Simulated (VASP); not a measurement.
Wanted: the native input for a VASP 6.6.1 run.

```
Task                   : single point
Functional             : LDA
Potentials or basis    : VASP PAW LDA potentials, release 64 (Cd, F)
Cutoff                 : 520 eV
k mesh                 : 8 × 8 × 8
Occupations            : gaussian, width 0.05 eV
Spin                   : no spin polarisation
Dipole correction      : no
Further INCAR settings : ALGO = Normal; EDIFF = 1e-06; NBANDS = 20
```

The structure of CdF2 lies in POSCAR:

```
CdF2
1.0
    0.0000000000      2.6940000000      2.6940000000
    3.0474528000      0.0000000000      2.6940000000
    3.0474528000      2.6940000000      0.0000000000
Cd F
1 2
Direct
    0.0000000000      0.0000000000      0.0000000000
    0.2500000000      0.2500000000      0.2500000000
    0.7500000000      0.7500000000      0.7500000000
```

This cell differs from its parent crystal: strain +0.1312 x Voigt [1, 0, 0, 0, 0, 0].

These files were run (other wordings do the same):

INCAR

```
  ALGO = Normal
  EDIFF = 1E-6
  ENCUT = 520
  GGA = CA
  ISIF = 2
  ISMEAR = 0
  LASPH = T
  LCHARG = T
  LELF = T
  LREAL = F
  LVHAR = T
  LWAVE = F
  NBANDS = 20
  NELM = 80
  PREC = Accurate
  SIGMA = 0.05
```

KPOINTS

```
k-points
0
Gamma
  8 8 8
```

Potentials or basis: VASP PAW LDA potentials, release 64 (Cd, F).

Command:

```bash
$ cat potpaw_LDA.64/Cd/POTCAR potpaw_LDA.64/F/POTCAR > POTCAR
$ mpirun -np 1 vasp_std > vasp.out
```

It gave:

```yaml
Pressure: -14.1 GPa
Band_gap_on_the_k_mesh: 2.04 eV, indirect (least direct gap 2.61 eV)
```

Caveat: the cell differs from its parent crystal (strain +0.1312 x Voigt [1, 0, 0, 0, 0, 0]).

It took 28 s on 1 thread of Intel(R) Xeon(R) Platinum 8488C (Sapphire Rapids), on a shared host, peak memory 0.17 GiB.
